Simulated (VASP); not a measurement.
Input of a VASP 6.6.1 run:

The input INCAR:

```
  ALGO = Fast
  EDIFF = 1E-6
  ENCUT = 520
  GGA = PE
  ISIF = 2
  ISMEAR = 0
  IVDW = 12
  LASPH = T
  LCHARG = F
  LREAL = F
  LWAVE = F
  NBANDS = 58
  NELM = 60
  PREC = Accurate
  SIGMA = 0.1
```

The input KPOINTS:

```
k-points
0
Gamma
  6 6 6
```

Contents of POSCAR:

```
TePb3
1.0
    7.0673074525      0.0000000000      0.0000000000
   -3.5336537263      6.1204677902      0.0000000000
    0.0000000000      0.0000000000      5.9632370000
Te Pb
2 6
Direct
    0.6666666700      0.3333333300      0.2500000000
    0.3333333300      0.6666666700      0.7500000000
    0.3348230000      0.1674115000      0.7500000000
    0.8325885000      0.1674115000      0.7500000000
    0.8325885000      0.6651770000      0.7500000000
    0.6651770000      0.8325885000      0.2500000000
    0.1674115000      0.8325885000      0.2500000000
    0.1674115000      0.3348230000      0.2500000000
```

Potentials or basis: VASP PAW PBE potentials, release 64 (Te, Pb_d).

The run is started by

```bash
$ cat potpaw_PBE.64/Te/POTCAR potpaw_PBE.64/Pb_d/POTCAR > POTCAR
$ mpirun -np 1 vasp_std > vasp.out
```

**Question.** What does it give for the pressure?

**Answer.** -2.6 GPa.

**Question.** What does it give for the largest force?

**Answer.** 0.053 eV/Å.

**Question.** Predict the dispersion energy per atom.

**Answer.** -0.402 eV.

Stress tensor (GPa, compression positive):
```
-2.91  0.00  0.00
 0.00 -2.91  0.00
 0.00  0.00 -1.94
```

Caveat: pairwise dispersion overbinds metals, which lowers pressure and volume.
